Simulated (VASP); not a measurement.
Wanted: the native input for a VASP 6.6.1 run.

```yaml
Task: single point
Functional: PBEsol
Potentials_or_basis: VASP PAW PBE potentials, release 64 (Hf_pv)
Cutoff: 520 eV
k_mesh: 12 × 12 × 7
Occupations: fermi-dirac, width 0.08 eV
Spin: no spin polarisation
Dipole_correction: no
Further_INCAR_settings: ALGO = Normal; EDIFF = 1e-06; NBANDS = 17
```

The structure of Hf lies in POSCAR:

```
Hf
1.0
    1.5792252233     -2.7352983234      0.0000000000
    1.5792252233      2.7352983234      0.0000000000
    0.0000000000      0.0000000000      5.0018008121
Hf
2
Direct
    0.6666666670      0.3333333330      0.2500000000
    0.3333333330      0.6666666670      0.7500000000
```

The input as run:

INCAR

```
ALGO = Normal
EDIFF = 1E-6
ENCUT = 520
GGA = PS
ISIF = 2
ISMEAR = -1
LASPH = True
LCHARG = False
LREAL = False
LWAVE = False
NBANDS = 17
NELM = 60
PREC = Accurate
SIGMA = 0.08
```

KPOINTS

```
k-points
0
Gamma
  12 12 7
```

Potentials or basis: VASP PAW PBE potentials, release 64 (Hf_pv).

Run with:

```console
$ cat potpaw_PBE.64/Hf_pv/POTCAR > POTCAR
$ mpirun -np 1 vasp_std > vasp.out
```

It gave:

| Quantity | Value |
| --- | --- |
| Pressure | -0.3 GPa |
| Band gap on the k mesh | zero (bands 10 and 11 overlap by 1.46 eV) |

Caveat: the PAW data sets were made with another functional, which shifts forces and pressure a little; spin-orbit coupling is left out, which moves the levels of the heavy elements.

Run time: 50 s on 1 thread of Intel Xeon 8259CL (shared host), peak memory 0.19 GiB.
